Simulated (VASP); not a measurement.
Set up this calculation in VASP 6.6.1, as the native input.

| Item | Value |
| --- | --- |
| Task | single point |
| Functional | PBE |
| Potentials or basis | VASP PAW PBE potentials, release 64 (Sr_sv) |
| Cutoff | 520 eV |
| k mesh | 6 × 6 × 6 |
| Occupations | gaussian, width 0.1 eV |
| Spin | no spin polarisation |
| Dipole correction | no |
| Further INCAR settings | ALGO = Normal; EDIFF = 1e-06; NBANDS = 11 |

The structure of Sr lies in POSCAR:

```
Sr
1.0
    3.9052800000      0.0000000000      0.0000000000
    0.0000000000      3.9052800000      0.0000000000
    0.0000000000      0.0000000000      3.9052800000
Sr
1
Direct
    0.5000000000      0.5000000000      0.5000000000
```

The input as run:

INCAR

```
SYSTEM = Sr
PREC = Accurate
ENCUT = 520
EDIFF = 1E-6
ISMEAR = 0
SIGMA = 0.1
LREAL = .False.
LASPH = .True.
NELM = 60
ALGO = Normal
ISIF = 2
LWAVE = .False.
LCHARG = .False.
GGA = PE
NBANDS = 11
```

KPOINTS

```
regular mesh
0
Gamma
  6 6 6
  0 0 0
```

Potentials or basis: VASP PAW PBE potentials, release 64 (Sr_sv).

Command:

```console
$ cat potpaw_PBE.64/Sr_sv/POTCAR > POTCAR
$ mpirun -np 1 vasp_std > vasp.out
```

It gave:

```json
{"Pressure": "-0.3 GPa", "Band gap on the k mesh": "zero (band 5 reaches 1.75 eV, above the bottom of band 6 at 0.94 eV)"}
```

Run time: 5.4 s on 1 thread of Intel(R) Xeon(R) 6975P-C (Granite Rapids), with other jobs on the host, peak memory 0.16 GiB.
